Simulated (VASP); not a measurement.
A run of VASP 6.6.1:

The input INCAR:

```
SYSTEM = Fe
  PREC = Accurate
  ENCUT = 520
  EDIFF = 1E-6
  ISMEAR = 1
  SIGMA = 0.01
  LREAL = .FALSE.
  LASPH = .TRUE.
  NELM = 150
  ALGO = Normal
  ISIF = 2
  LWAVE = .FALSE.
  LCHARG = .FALSE.
  ISPIN = 2
  MAGMOM = 2.208
  LORBIT = 11
  LMAXMIX = 4
  GGA = PE
  NBANDS = 14
```

KPOINTS

```
Automatic mesh
0
G
  15 15 15
  0 0 0
```

The input POSCAR:

```
Fe
1.0
   -1.4163059769      1.4163059769      1.4163059769
    1.4163059769     -1.4163059769      1.4163059769
    1.4163059769      1.4163059769     -1.4163059769
Fe
1
Direct
    0.0000000000      0.0000000000      0.0000000000
```

Potentials or basis: VASP PAW PBE potentials, release 64 (Fe).

Command:

```sh
$ cat potpaw_PBE.64/Fe/POTCAR > POTCAR
$ mpirun -np 1 vasp_std > vasp.out
```

Hardware: 1 thread of AMD EPYC 7R13, with other jobs on the host.

Question: How long does it take, and how much memory?

Answer: It took 49 s on 1 thread of AMD EPYC 7R13, with other jobs on the host, peak memory 0.11 GiB. Counts: scf iterations 14, k points 120.
